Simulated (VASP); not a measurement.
# Si2Ni (Immm) in VASP: single point with PBEsol

Aim: the single point of Si2Ni with PBEsol.

Program: VASP 6.6.1. These are calculated values, not measurements. Logs are shortened: lines on timing, memory, paths and dates and some standing lists are left out, and cuts for length are marked.

### Step 1. The cell of the first run

The structure is orthorhombic, space group Immm (No. 71). Conventional cell: a = 3.634 Å, b = 3.991 Å, c = 5.391 Å, α = 90.00°, β = 90.00°, γ = 90.00°. Si (site symmetry mm2) has 4 Ni at 2.26 to 2.41 Å and 6 Si at 2.70 Å within 3.0 Å. Within 3.0 Å of Ni (site symmetry mmm) lie 8 Si at 2.26 to 2.41 Å.

### Step 2. Single point, PBEsol (strain +0.0937 x Voigt [0, 0, 0, 1, 0, 0])

INCAR

```
PREC = Accurate
ENCUT = 520
EDIFF = 1E-6
ISMEAR = 0
SIGMA = 0.15
LREAL = F
LASPH = T
NELM = 80
ALGO = Normal
ISIF = 2
LWAVE = F
LCHARG = T
GGA = PS
LELF = T
LVHAR = T
NBANDS = 16
```

KPOINTS

```
Automatic mesh
0
Gamma
  16 16 16
```

POSCAR

```
Si2Ni
1.0
    0.0000000000      2.8219986272      2.8219986272
    2.6957048548      0.1262937724      2.6957048548
    2.6957048548      2.6957048548      0.1262937724
Si Ni
2 1
Direct
    0.2500000000      0.2500000000      0.2500000000
    0.7500000000      0.7500000000      0.7500000000
    0.0000000000      0.0000000000      0.0000000000
```

Potentials or basis: VASP PAW PBE potentials, release 64 (Si, Ni).

The run is started by

```bash
$ cat potpaw_PBE.64/Si/POTCAR potpaw_PBE.64/Ni/POTCAR > POTCAR
$ mpirun -np 1 vasp_std > vasp.out
```

OUTCAR:

```text
PREC = Accurate
   ENCUT = 520
   EDIFF = 1E-6
   ISMEAR = 0
   LREAL = F
   LASPH = T
   NELM = 80
   ISIF = 2
   GGA = PS

 ion  position               nearest neighbor table
   1  0.250  0.250  0.250-   3 2.26   3 2.26   3 2.41   3 2.41   2 2.70   2 2.70   2 2.70   2 2.70
                             2 2.70   2 2.70
   2  0.750  0.750  0.750-   3 2.26   3 2.26   3 2.41   3 2.41   1 2.70   1 2.70   1 2.70   1 2.70
                             1 2.70   1 2.70
   3  0.000  0.000  0.000-   2 2.26   2 2.26   1 2.26   1 2.26   2 2.41   2 2.41   1 2.41   1 2.41

  LATTYP: Found a body centered orthorhombic cell.
 ALAT       =     3.6336960000
 B/A-ratio  =     1.0983056182
 C/A-ratio  =     1.4837261316

  Lattice vectors:

 A1 = (  -2.6957048548,   2.6957048548,   0.1262937724)
 A2 = (  -2.6957048548,  -2.6957048548,  -0.1262937724)
 A3 = (   2.6957048548,   0.1262937724,   2.6957048548)

Analysis of symmetry for initial positions (statically):
=====================================================================
 Subroutine PRICEL returns:
 Original cell was already a primitive cell.

 Routine SETGRP: Setting up the symmetry group for a
 body centered orthorhombic supercell.

 Subroutine GETGRP returns: Found  8 space group operations
 (whereof  8 operations were pure point group operations)
 out of a pool of  8 trial point group operations.

The static configuration has the point symmetry D_2h.

Analysis of symmetry for dynamics (positions and initial velocities):
=====================================================================
 Subroutine PRICEL returns:
 Original cell was already a primitive cell.

 Routine SETGRP: Setting up the symmetry group for a
 body centered orthorhombic supercell.

 Subroutine GETGRP returns: Found  8 space group operations
 (whereof  8 operations were pure point group operations)
 out of a pool of  8 trial point group operations.

The dynamic configuration has the point symmetry D_2h.

 Subroutine INISYM returns: Found  8 space group operations
 (whereof  8 operations are pure point group operations),
 and found     1 'primitive' translations

----------------------------------------------------------------------------------------

                                     Primitive cell

  volume of cell :      39.0924

  direct lattice vectors                    reciprocal lattice vectors
     0.000000000  2.821998627  2.821998627    -0.185480246  0.177179392  0.177179392
     2.695704855  0.126293772  2.695704855     0.185480246 -0.194597121  0.194597121
     2.695704855  2.695704855  0.126293772     0.185480246  0.194597121 -0.194597121
[... 90 lines left out ...]
   IBRION =     -1    ionic relax: 0-MD 1-quasi-New 2-CG
   NFREE  =      0    steps in history (QN), initial steepest desc. (CG)
   ISIF   =      2    stress and relaxation
   ISYM   =      2    0-nonsym 1-usesym 2-fastsym
   POTIM  = 0.5000    time-step for ionic-motion
   TEBEG  =    0.0;   TEEND  =   0.0 temperature during run
   PSTRESS=    0.0 pullay stress
   NELECT =      18.0000    total number of electrons
   NUPDOWN=      -1.0000    fix difference up-down
   EMIN   =  10.00;   EMAX   =-10.00  energy-range for DOS
   EFERMI =   0.00;   METHOD = LEGACY
   ISMEAR =     0;   SIGMA  =   0.15  broadening in eV -4-tet -1-fermi 0-gaus
   EFERMI_NEDOS =   21; number of points for ismear=-14 and -15
   IALGO  =     38    algorithm
   IMIX   =      4    mixing-type and parameters
     AMIX     =   0.40;   BMIX     =  1.00
     AMIX_MAG =   1.60;   BMIX_MAG =  1.00
  volume/ion in A,a.u.               =      13.03        87.94
  Fermi-wavevector in a.u.,A,eV,Ry     =   1.264158  2.388913 21.743415  1.598096
  Thomas-Fermi vector in A             =   2.397478
   LORBIT       =      0    0 simple, 1 ext, 2 COOP (PROOUT), +10 PAW based schemes
   GGA     = PS    functional components
   LHFCALC =     F    Hartree Fock is set to
   AEXX    =    0.0000 exact exchange contribution
   IVDW    =     0    specifies the selected vdW correction
   LEPSILON=     F    determine dielectric tensor
   LRPA    =     F    only Hartree local field effects (RPA)
 non-spin polarized calculation
 Gauss-broadening in eV      SIGMA  =   0.15
  energy-cutoff  :      520.00
  volume of cell :       39.09
 maximum number of plane-waves:      1070
 NGX is ok and might be reduce to    30
   NGX = 15   NGY = 15   NGZ = 15

 number of electron      18.0000009 magnetization

 Free energy of the ion-electron system (eV)
  ---------------------------------------------------
  ext. energy  EPLUGINS =         0.00000000
  ---------------------------------------------------
  free energy    TOTEN  =       -18.85892218 eV

  energy without entropy =      -18.84863571  energy(sigma->0) =      -18.85377894

 E-fermi :  10.4359     XC(G=0): -11.7474

 val. band max:       10.4339309590   @ k =  -0.0625   0.5000   0.2500
 cond. band min:      10.4368120728   @ k =  -0.1250   0.2500   0.2500
 fundamental gap:      0.0028811137
 Fermi energy:        10.4358649104

 k-point     1 :       0.0000    0.0000    0.0000
  band No.  band energies     occupation
      1      -3.4364      2.00000
      2       5.0876      2.00000
      3       5.1855      2.00000
      4       5.3141      2.00000
      5       6.9024      2.00000
      6       6.9393      2.00000
[... 433 lines left out ...]
      3       5.2396      2.00000
      4       5.3842      2.00000
      5       6.7907      2.00000
      6       6.9383      2.00000
[... 8 lines left out ...]
     15      15.3501      0.00000
     16      15.9886      0.00000

 [... further k-points ...]

------------------------ aborting loop because EDIFF is reached ----------------------------------------

  FORCE on cell =-STRESS in cart. coord.  units (eV):
  Direction    XX          YY          ZZ          XY          YZ          ZX
  --------------------------------------------------------------------------------------
  -------------------------------------------------------------------------------------
  Total        0.1015093      0.5550913      0.5550913      0.0000000     -2.6736953      0.0000000
  in kB        4.1602927     22.7500460     22.7500460      0.0000000   -109.5796134      0.0000000
  external PRESSURE =      16.5534616 kB  Pullay stress =       0.0000000 kB

 VOLUME and BASIS-vectors are now :
 -----------------------------------------------------------------------------
  energy-cutoff  :      520.00
  volume of cell :       39.09
      direct lattice vectors                 reciprocal lattice vectors
     0.000000000  2.821998627  2.821998627    -0.185480246  0.177179392  0.177179392
     2.695704855  0.126293772  2.695704855     0.185480246 -0.194597121  0.194597121
     2.695704855  2.695704855  0.126293772     0.185480246  0.194597121 -0.194597121

 POSITION                                       TOTAL-FORCE (eV/Angst)
 -----------------------------------------------------------------------------------
      1.34785      1.41100      1.41100        -0.743884      0.000000      0.000000
      4.04356      4.23300      4.23300         0.743884      0.000000      0.000000
      0.00000      0.00000      0.00000        -0.000000      0.000000     -0.000000
 -----------------------------------------------------------------------------------
    total drift:                                0.000000     -0.000000     -0.000000

  FREE ENERGIE OF THE ION-ELECTRON SYSTEM (eV)
  ---------------------------------------------------
  free  energy   TOTEN  =       -18.8589221752 eV

  energy  without entropy=      -18.8486357094  energy(sigma->0) =      -18.85377894
```

OSZICAR:

```text
N       E                     dE             d eps       ncg     rms          rms(c)
DAV:   1     0.624389826148E+02    0.62439E+02   -0.77714E+03 20016   0.115E+03
DAV:   2    -0.178014876359E+02   -0.80240E+02   -0.73185E+02 22048   0.213E+02
DAV:   3    -0.210986497818E+02   -0.32972E+01   -0.32409E+01 26080   0.470E+01
DAV:   4    -0.211490607672E+02   -0.50411E-01   -0.50388E-01 23616   0.556E+00
DAV:   5    -0.211503350783E+02   -0.12743E-02   -0.12743E-02 26368   0.932E-01    0.173E+01
DAV:   6    -0.260998122185E+02   -0.49495E+01   -0.44361E+01 20432   0.156E+02    0.256E+01
DAV:   7    -0.190250271198E+02    0.70748E+01   -0.13306E+01 24832   0.962E+01    0.395E+00
DAV:   8    -0.189102754383E+02    0.11475E+00   -0.17581E+00 27520   0.212E+01    0.272E+00
DAV:   9    -0.188616840896E+02    0.48591E-01   -0.27090E-01 24488   0.922E+00    0.673E-01
DAV:  10    -0.188591482404E+02    0.25358E-02   -0.97445E-03 28432   0.188E+00    0.307E-01
DAV:  11    -0.188589142802E+02    0.23396E-03   -0.10426E-03 30440   0.333E-01    0.571E-02
DAV:  12    -0.188589274969E+02   -0.13217E-04   -0.50558E-05 24224   0.593E-02    0.328E-02
DAV:  13    -0.188589221566E+02    0.53403E-05   -0.14458E-05 26952   0.872E-02    0.485E-03
DAV:  14    -0.188589221752E+02   -0.18566E-07   -0.15167E-06 16208   0.861E-03
   1 F= -.18858922E+02 E0= -.18853779E+02  d E =-.102865E-01
```

stdout:

```text
POSCAR found type information on POSCAR SiNi
 POSCAR found :  2 types and       3 ions
 scaLAPACK will be used
 -----------------------------------------------------------------------------
|                                                                             |
|                                                                             |
|     You enforced a specific xc type in the INCAR file but a different       |
|     I HOPE YOU KNOW WHAT YOU ARE DOING!                                     |
|                                                                             |
 -----------------------------------------------------------------------------

 LDA part: xc-table for (Slater+PW92), standard interpolation
 POSCAR, INCAR and KPOINTS ok, starting setup
 FFT: planning ... GRIDC
 FFT: planning ... GRID_SOFT
 FFT: planning ... GRID
 WAVECAR not read
 entering main loop
```

Run time: 9.8 min. Hardware: 1 thread of Intel Xeon 8259CL, shared host; peak memory 0.47 GiB.

What came out:

- Free energy: -18.8589 eV
- Pressure: 1.7 GPa
- Largest force: 0.744 eV/Å
- Band gap on the k mesh: zero (bands 9 and 10 overlap by 2.29 eV)

Forces in eV/Å, atoms in the order of the input:
```
Si  -0.744  0.000  0.000
Si   0.744  0.000  0.000
Ni   0.000  0.000  0.000
```

Stress tensor (GPa, compression positive):
```
  0.42   0.00   0.00
  0.00   2.28 -10.96
  0.00 -10.96   2.28
```

Caveat: the cell differs from its parent crystal (strain +0.0937 x Voigt [0, 0, 0, 1, 0, 0]); the PAW data sets were made with another functional, which shifts forces and pressure a little.
